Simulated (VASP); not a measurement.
# Pt (Fmmm) in VASP: further runs

The runs below take Pt through single point, with r2SCAN.

Everything below comes from runs of VASP 6.6.1. Logs are shortened: lines on timing, memory, paths and dates and some standing lists are left out, and cuts for length are marked.

## (1) The cell of the first run

The structure is orthorhombic, space group Fmmm (No. 69). Conventional cell: a = 3.168 Å, b = 4.369 Å, c = 4.593 Å, α = 90.00°, β = 90.00°, γ = 90.00°. Within 3.6 Å of Pt (site symmetry mmm) lie 14 Pt at 2.70 to 3.17 Å.

## (2) Single point, r2SCAN (strain -0.0500 x Voigt [0, 0, 0, 0, 0, 1])

The input, POSCAR:

```
Pt
1.0
   -1.6238255000      1.6238255000      1.5842200000
    1.6238255000     -1.6238255000      1.5842200000
    1.5446145000      1.5446145000     -1.5842200000
Pt
1
Direct
    0.0000000000      0.0000000000      0.0000000000
```

The input, INCAR.step1:

```
SYSTEM = Pt
PREC = Accurate
ENCUT = 520
ISMEAR = 0
SIGMA = 0.15
LREAL = .False.
LASPH = .True.
NELM = 60
NBANDS = 11
GGA = PE
ALGO = Normal
EDIFF = 1E-4
LWAVE = .True.
LCHARG = .False.
```

The input, INCAR.step2:

```
SYSTEM = Pt
PREC = Accurate
ENCUT = 520
EDIFF = 1E-7
ISMEAR = 0
SIGMA = 0.15
LREAL = .False.
LASPH = .True.
NELM = 60
ALGO = Normal
ISIF = 2
LWAVE = .False.
LCHARG = .True.
METAGGA = R2SCAN
LMIXTAU = .True.
LELF = .True.
LVHAR = .True.
NBANDS = 11
ISTART = 1
```

The input, KPOINTS:

```
Automatic mesh
0
Gamma
  22 22 22
  0 0 0
```

Potentials or basis: VASP PAW PBE potentials, release 64 (Pt).

Launch:

```
$ cat potpaw_PBE.64/Pt/POTCAR > POTCAR
$ cp INCAR.step1 INCAR
$ mpirun -np 1 vasp_std > vasp.out
$ cp INCAR.step2 INCAR
$ mpirun -np 1 vasp_std > vasp.out
```

OUTCAR:

```text
SYSTEM = Pt
   PREC = Accurate
   ENCUT = 520
   EDIFF = 1E-7
   ISMEAR = 0
   LREAL = .False.
   LASPH = .True.
   NELM = 60
   ISIF = 2
   METAGGA = R2SCAN
   ISTART = 1

 ion  position               nearest neighbor table
   1  0.000  0.000  0.000-

  LATTYP: Found a face centered orthorhombic cell.
 ALAT       =     3.1684400000
 B/A-ratio  =     1.3788582233
 C/A-ratio  =     1.4495689014

  Lattice vectors:

 A1 = (  -0.0792110000,   3.1684400000,   0.0000000000)
 A2 = (  -1.6238255000,   1.6238255000,   1.5842200000)
 A3 = (   1.5446145000,   1.5446145000,   1.5842200000)

Analysis of symmetry for initial positions (statically):
=====================================================================
 Subroutine PRICEL returns:
 Original cell was already a primitive cell.

 Routine SETGRP: Setting up the symmetry group for a
 face centered orthorhombic supercell.

 Subroutine GETGRP returns: Found  8 space group operations
 (whereof  8 operations were pure point group operations)
 out of a pool of  8 trial point group operations.

The static configuration has the point symmetry D_2h.

Analysis of symmetry for dynamics (positions and initial velocities):
=====================================================================
 Subroutine PRICEL returns:
 Original cell was already a primitive cell.

 Routine SETGRP: Setting up the symmetry group for a
 face centered orthorhombic supercell.

 Subroutine GETGRP returns: Found  8 space group operations
 (whereof  8 operations were pure point group operations)
 out of a pool of  8 trial point group operations.

The dynamic configuration has the point symmetry D_2h.

 Subroutine INISYM returns: Found  8 space group operations
 (whereof  8 operations are pure point group operations),
 and found     1 'primitive' translations

----------------------------------------------------------------------------------------

                                     Primitive cell

  volume of cell :      15.8941

  direct lattice vectors                    reciprocal lattice vectors
    -1.623825500  1.623825500  1.584220000     0.007895253  0.315810112  0.315612731
     1.623825500 -1.623825500  1.584220000     0.315810112  0.007895253  0.315612731
     1.544614500  1.544614500 -1.584220000     0.323705365  0.323705365  0.000000000

  length of vectors
     2.789869444  2.789869444  2.698410813     0.446553197  0.446553197  0.457788517

  position of ions in fractional coordinates (direct lattice)
     0.000000000  0.000000000  0.000000000

  ion indices of the primitive-cell ions
   primitive index   ion index
                 1           1

----------------------------------------------------------------------------------------

 KPOINTS: Automatic mesh

Automatic generation of k-mesh.
 Grid dimensions read from file:
 generate k-points for:   22   22   22

 Generating k-lattice:

  Cartesian coordinates                     Fractional coordinates (reciprocal lattice)
     0.000358875  0.014355005  0.014346033     0.045454545 -0.000000000  0.000000000
     0.014355005  0.000358875  0.014346033    -0.000000000  0.045454545  0.000000000
     0.014713880  0.014713880  0.000000000     0.000000000  0.000000000  0.045454545

  Length of vectors
     0.020297873  0.020297873  0.020808569

  Shift w.r.t. Gamma in fractional coordinates (k-lattice)
     0.000000000  0.000000000  0.000000000

 Subroutine IBZKPT returns following result:
 ===========================================

 Found   1530 irreducible k-points:

 Following reciprocal coordinates:
            Coordinates               Weight
  0.000000  0.000000  0.000000      1.000000
  0.045455  0.000000  0.000000      8.000000
  0.090909  0.000000  0.000000      8.000000
  0.136364  0.000000  0.000000      8.000000
  0.181818  0.000000  0.000000      8.000000
  0.227273  0.000000  0.000000      8.000000
[... 16 lines left out ...]
  0.500000  0.045455  0.000000      8.000000
 -0.454545  0.045455 -0.000000      8.000000
 [... further k-points ...]
[... 50 lines left out ...]
      5       8.6189      2.00000
      6       8.8043      2.00000
      7      27.7810      0.00000
      8      28.1375      0.00000
      9      28.7094      0.00000
     10      35.0403      0.00000
     11      35.3829      0.00000

 k-point     4 :       0.1364    0.0000    0.0000
  band No.  band energies     occupation
      1       0.9423      2.00000
      2       5.8602      2.00000
      3       6.3057      2.00000
      4       6.9492      2.00000
      5       8.4826      2.00000
      6       8.8115      2.00000
      7      27.9101      0.00000
      8      28.0885      0.00000
      9      29.1446      0.00000
     10      33.8932      0.00000
     11      34.0550      0.00000

 k-point     5 :       0.1818    0.0000    0.0000
  band No.  band energies     occupation
      1       1.4753      2.00000
      2       5.7371      2.00000
      3       6.2763      2.00000
      4       7.3590      2.00000
      5       8.3797      2.00000
      6       8.8285      2.00000
      7      27.3796      0.00000
      8      27.7079      0.00000
      9      29.8404      0.00000
     10      33.1086      0.00000
     11      33.6136      0.00000
[... 211 lines left out ...]
 k-point    21 :       0.4091    0.0455    0.0000
  band No.  band energies     occupation
      1       3.2154      2.00000
      2       4.8809      2.00000
      3       8.4015      2.00000
      4       8.8330      2.00000
      5       9.4843      1.99913
      6      11.0234      0.00000
      7      17.5870      0.00000
      8      24.0067      0.00000
      9      26.9702      0.00000
     10      34.9731      0.00000
     11      35.0671      0.00000

 k-point    22 :       0.4545    0.0455    0.0000
  band No.  band energies     occupation
      1       3.1976      2.00000
      2       4.8306      2.00000
      3       8.5847      2.00000
      4       8.8797      2.00000
      5       9.9522      0.27979
      6      11.4044      0.00000
      7      16.5558      0.00000
      8      23.7559      0.00000
      9      26.5232      0.00000
     10      35.0490      0.00000
     11      35.3973      0.00000

 k-point    23 :       0.5000    0.0455    0.0000
  band No.  band energies     occupation
      1       3.1963      2.00000
      2       4.8316      2.00000
      3       8.5838      2.00000
      4       8.8930      2.00000
      5       9.9963      0.13437
      6      11.3060      0.00000
      7      16.5861      0.00000
      8      23.7518      0.00000
      9      26.5237      0.00000
     10      35.0703      0.00000
     11      35.4525      0.00000

 k-point    24 :      -0.4545    0.0455   -0.0000
  band No.  band energies     occupation
      1       3.2109      2.00000
      2       4.8833      2.00000
      3       8.4213      2.00000
      4       8.8593      2.00000
      5       9.5342      1.99576
      6      10.8457      0.00000
      7      17.6378      0.00000
      8      23.9943      0.00000
      9      26.9603      0.00000
     10      35.0844      0.00000
     11      35.2149      0.00000

 [... further k-points ...]

------------------------ aborting loop because EDIFF is reached ----------------------------------------

  FORCE on cell =-STRESS in cart. coord.  units (eV):
  Direction    XX          YY          ZZ          XY          YZ          ZX
  --------------------------------------------------------------------------------------
  -------------------------------------------------------------------------------------
  Total       -0.5189958     -0.5189958     -0.4856340      0.7025300      0.0000000      0.0000000
  in kB      -52.3165916    -52.3165916    -48.9536130     70.8174871      0.0000000      0.0000000
  external PRESSURE =     -51.1955987 kB  Pullay stress =       0.0000000 kB

 VOLUME and BASIS-vectors are now :
 -----------------------------------------------------------------------------
  energy-cutoff  :      520.00
  volume of cell :       15.89
      direct lattice vectors                 reciprocal lattice vectors
    -1.623825500  1.623825500  1.584220000     0.007895253  0.315810112  0.315612731
     1.623825500 -1.623825500  1.584220000     0.315810112  0.007895253  0.315612731
     1.544614500  1.544614500 -1.584220000     0.323705365  0.323705365  0.000000000

 POSITION                                       TOTAL-FORCE (eV/Angst)
 -----------------------------------------------------------------------------------
      0.00000      0.00000      0.00000         0.000000      0.000000      0.000000
 -----------------------------------------------------------------------------------
    total drift:                               -0.000000      0.000000     -0.000000

  FREE ENERGIE OF THE ION-ELECTRON SYSTEM (eV)
  ---------------------------------------------------
  free  energy   TOTEN  =       -51.3864969420 eV

  energy  without entropy=      -51.3736503175  energy(sigma->0) =      -51.38007363
```

It took 17 min on 1 thread of Intel Xeon 8259CL, shared host; peak memory 0.38 GiB.

Results:

```yaml
Free_energy: -51.3865 eV
Pressure: -5.1 GPa
Band_gap_on_the_k_mesh: zero (bands 5 and 6 overlap by 2.53 eV)
```

Stress tensor (GPa, compression positive):
```
-5.23  7.08  0.00
 7.08 -5.23  0.00
 0.00  0.00 -4.90
```

Caveat: the cell differs from its parent crystal (strain -0.0500 x Voigt [0, 0, 0, 0, 0, 1]); the cell stands under tension; the PAW data sets were made with another functional, which shifts forces and pressure a little; spin-orbit coupling is left out, which moves the levels of the heavy elements.

## (3) Single point, r2SCAN (strain +0.0250 x Voigt [0, 0, 0, 0, 0, 1])

The input, POSCAR:

```
Pt
1.0
   -1.5644172500      1.5644172500      1.5842200000
    1.5644172500     -1.5644172500      1.5842200000
    1.6040227500      1.6040227500     -1.5842200000
Pt
1
Direct
    0.0000000000      0.0000000000      0.0000000000
```

The input, INCAR.step1:

```
PREC = Accurate
ENCUT = 520
ISMEAR = 0
SIGMA = 0.15
LREAL = False
LASPH = True
NELM = 100
NBANDS = 11
GGA = PE
ALGO = Normal
EDIFF = 1E-4
LWAVE = True
LCHARG = False
```

The input, INCAR.step2:

```
PREC = Accurate
ENCUT = 520
EDIFF = 1E-7
ISMEAR = 0
SIGMA = 0.15
LREAL = False
LASPH = True
NELM = 100
ALGO = Normal
ISIF = 2
LWAVE = False
LCHARG = True
METAGGA = R2SCAN
LMIXTAU = True
LELF = True
LVHAR = True
NBANDS = 11
ISTART = 1
```

The input, KPOINTS:

```
regular mesh
0
Gamma
  22 22 22
```

Potentials or basis: VASP PAW PBE potentials, release 64 (Pt).

Launch:

```
$ cat potpaw_PBE.64/Pt/POTCAR > POTCAR
$ cp INCAR.step1 INCAR
$ mpirun -np 1 vasp_std > vasp.out
$ cp INCAR.step2 INCAR
$ mpirun -np 1 vasp_std > vasp.out
```

Run time: 22 min. Hardware: 1 thread of Intel Xeon 8259CL, shared host; peak memory 0.37 GiB.

It converged, with:

* Free energy: -51.3995 eV
* Pressure: -5.8 GPa
* Band gap on the k mesh: zero (bands 5 and 6 overlap by 2.40 eV)

Stress tensor (GPa, compression positive):
```
-5.79 -3.57  0.00
-3.57 -5.79  0.00
 0.00  0.00 -5.71
```

Levels at points of the mesh, in eV from the Fermi level:
```csv
k point,band 1,band 2,band 3,band 4,band 5,band 6,band 7,band 8,band 9,band 10
"(0.00, 0.00, 0.00)",-9.65,-3.74,-3.57,-3.37,-1.08,-1.07,17.88,18.11,18.33,28.17
"(0.50, 0.00, 0.00)",-6.69,-5.01,-1.25,-0.77,0.49,1.09,6.58,14.05,16.62,25.25
"(0.50, 0.50, 0.00)",-6.65,-4.93,-1.33,-0.90,0.68,1.21,6.90,13.93,16.39,24.80
"(0.00, 0.00, 0.50)",-6.74,-5.09,-1.16,-0.65,0.31,0.99,6.26,14.25,16.76,25.73
"(0.50, 0.50, 0.50)",-6.23,-6.22,0.40,0.56,0.74,8.11,8.11,8.12,13.38,19.79
```

Caveat: the cell differs from its parent crystal (strain +0.0250 x Voigt [0, 0, 0, 0, 0, 1]); the cell stands under tension; the PAW data sets were made with another functional, which shifts forces and pressure a little; spin-orbit coupling is left out, which moves the levels of the heavy elements.

## (4) Single point, r2SCAN (strain +0.0750 x Voigt [0, 0, 0, 0, 0, 1])

The input, POSCAR:

```
Pt
1.0
   -1.5248117500      1.5248117500      1.5842200000
    1.5248117500     -1.5248117500      1.5842200000
    1.6436282500      1.6436282500     -1.5842200000
Pt
1
Direct
    0.0000000000      0.0000000000      0.0000000000
```

The input, INCAR.step1:

```
SYSTEM = Pt
PREC = Accurate ; ENCUT = 520
ISMEAR = 0 ; SIGMA = 0.15
LREAL = .False. ; LASPH = .True.
NELM = 60 ; NBANDS = 11
GGA = PE ; ALGO = Normal
EDIFF = 1E-4 ; LWAVE = .True.
LCHARG = .False.
```

The input, INCAR.step2:

```
SYSTEM = Pt
PREC = Accurate ; ENCUT = 520
EDIFF = 1E-7 ; ISMEAR = 0
SIGMA = 0.15 ; LREAL = .False.
LASPH = .True. ; NELM = 60
ALGO = Normal ; ISIF = 2
LWAVE = .False. ; LCHARG = .False.
METAGGA = R2SCAN ; LMIXTAU = .True.
NBANDS = 11 ; ISTART = 1
```

The input, KPOINTS:

```
regular mesh
0
Gamma
  22 22 22
  0 0 0
```

Launch:

```
$ cat potpaw_PBE.64/Pt/POTCAR > POTCAR
$ cp INCAR.step1 INCAR
$ mpirun -np 1 vasp_std > vasp.out
$ cp INCAR.step2 INCAR
$ mpirun -np 1 vasp_std > vasp.out
```

It took 16 min on 1 thread of Intel Xeon Platinum 8259CL at 2.50GHz (Skylake/Cascade Lake), shared host; peak memory 0.37 GiB.

Results (log left out):

```
Free energy            : -51.3651 eV
Pressure               : -4.0 GPa
Band gap on the k mesh : zero (bands 5 and 6 overlap by 2.68 eV)
```

Stress tensor (GPa, compression positive):
```
 -4.31 -10.48   0.00
-10.48  -4.31   0.00
  0.00   0.00  -3.51
```

Levels at points of the mesh, in eV from the Fermi level:
```tsv
k point	band 1	band 2	band 3	band 4	band 5	band 6	band 7	band 8	band 9	band 10
(0.00, 0.00, 0.00)	-9.66	-4.12	-3.65	-3.02	-1.05	-0.96	17.37	18.15	18.75	27.58
(0.50, 0.00, 0.00)	-6.70	-5.05	-1.21	-0.77	0.51	1.05	6.67	13.78	16.98	25.14
(0.50, 0.50, 0.00)	-6.61	-4.79	-1.46	-1.16	1.08	1.47	7.59	13.64	16.04	23.99
(0.00, 0.00, 0.50)	-6.86	-5.29	-0.94	-0.42	-0.01	0.82	5.67	14.60	17.16	26.02
(0.50, 0.50, 0.50)	-6.27	-6.21	0.06	0.54	1.11	8.12	8.16	8.20	13.52	19.81
```

Caveat: the cell differs from its parent crystal (strain +0.0750 x Voigt [0, 0, 0, 0, 0, 1]); the cell stands under tension; the PAW data sets were made with another functional, which shifts forces and pressure a little; spin-orbit coupling is left out, which moves the levels of the heavy elements.

## (5) Single point, r2SCAN (strain +0.0875 x Voigt [0, 0, 0, 0, 0, 1])

The input, POSCAR:

```
Pt
1.0
   -1.5149103750      1.5149103750      1.5842200000
    1.5149103750     -1.5149103750      1.5842200000
    1.6535296250      1.6535296250     -1.5842200000
Pt
1
Direct
    0.0000000000      0.0000000000      0.0000000000
```

The input, INCAR.step1:

```
PREC     = Accurate       # precision mode
ENCUT    = 520            # plane-wave cutoff, eV
ISMEAR   = 0              # smearing method
SIGMA    = 0.15           # smearing width, eV
LREAL    = F              # projectors in reciprocal space
LASPH    = T              # aspherical terms in the spheres
NELM     = 100            # most SCF steps
NBANDS   = 11             # bands
GGA      = PE             # functional
ALGO     = Normal         # electronic algorithm
EDIFF    = 1E-4           # SCF threshold, eV
LWAVE    = T              # write WAVECAR
LCHARG   = F              # write CHGCAR
```

The input, INCAR.step2:

```
PREC     = Accurate       # precision mode
ENCUT    = 520            # plane-wave cutoff, eV
EDIFF    = 1E-7           # SCF threshold, eV
ISMEAR   = 0              # smearing method
SIGMA    = 0.15           # smearing width, eV
LREAL    = F              # projectors in reciprocal space
LASPH    = T              # aspherical terms in the spheres
NELM     = 100            # most SCF steps
ALGO     = Normal         # electronic algorithm
ISIF     = 2              # what is computed and relaxed
LWAVE    = F              # write WAVECAR
LCHARG   = T              # write CHGCAR
METAGGA  = R2SCAN         # meta-GGA
LMIXTAU  = T            
LELF     = T              # ELF
LVHAR    = T            
NBANDS   = 11             # bands
ISTART   = 1
```

The input, KPOINTS:

```
regular mesh
0
Gamma
  22 22 22
```

Launch:

```
$ cat potpaw_PBE.64/Pt/POTCAR > POTCAR
$ cp INCAR.step1 INCAR
$ mpirun -np 1 vasp_std > vasp.out
$ cp INCAR.step2 INCAR
$ mpirun -np 1 vasp_std > vasp.out
```

Wall time 15 min (1 thread of Intel Xeon Platinum 8259CL at 2.50GHz (Skylake/Cascade Lake), shared host); peak memory 0.37 GiB.

It converged, with:

```yaml
Free_energy: -51.3512 eV
Pressure: -3.3 GPa
Band_gap_on_the_k_mesh: zero (bands 5 and 6 overlap by 2.76 eV)
```

Stress tensor (GPa, compression positive):
```
 -3.72 -12.17   0.00
-12.17  -3.72   0.00
  0.00   0.00  -2.59
```

Levels at points of the mesh, in eV from the Fermi level:
| k point | band 2 | band 3 | band 4 | band 5 | band 6 | band 7 | band 8 | band 9 |
| --- | --- | --- | --- | --- | --- | --- | --- | --- |
| (0.00, 0.00, 0.00) | -4.21 | -3.68 | -2.93 | -1.04 | -0.92 | 17.24 | 18.16 | 18.85 |
| (0.50, 0.00, 0.00) | -5.06 | -1.20 | -0.77 | 0.51 | 1.04 | 6.70 | 13.69 | 17.11 |
| (0.50, 0.50, 0.00) | -4.76 | -1.48 | -1.23 | 1.18 | 1.54 | 7.77 | 13.58 | 15.95 |
| (0.00, 0.00, 0.50) | -5.34 | -0.88 | -0.37 | -0.09 | 0.78 | 5.53 | 14.69 | 17.27 |
| (0.50, 0.50, 0.50) | -6.21 | -0.02 | 0.53 | 1.20 | 8.12 | 8.18 | 8.23 | 13.57 |

Caveat: the cell differs from its parent crystal (strain +0.0875 x Voigt [0, 0, 0, 0, 0, 1]); the cell stands under tension; the PAW data sets were made with another functional, which shifts forces and pressure a little; spin-orbit coupling is left out, which moves the levels of the heavy elements.

## (6) Summary

```csv
cell,gap on the mesh (eV),pressure (GPa)
"a = 2.790, b = 2.790, c = 2.698 Å, angles 109.5, 109.5, 110.8°, 1 atom",none,-5.1
"a = 2.721, b = 2.721, c = 2.767 Å, angles 109.5, 109.5, 108.8°, 1 atom",none,-5.8
"a = 2.676, b = 2.676, c = 2.813 Å, angles 109.5, 109.5, 107.4°, 1 atom",none,-4.0
"a = 2.665, b = 2.665, c = 2.825 Å, angles 109.5, 109.5, 107.0°, 1 atom",none,-3.3
```

Alike in all rows: task single point; level r2SCAN; potentials or basis VASP PAW PBE potentials, release 64 (Pt); no spin polarisation; k mesh 22 × 22 × 22; cutoff (eV) 520; smearing gaussian 0.15 eV.

Caveats: the cell stands under tension; the PAW data sets were made with another functional, which shifts forces and pressure a little; spin-orbit coupling is left out, which moves the levels of the heavy elements.

Absolute energies hang on the potentials; compare differences alone.
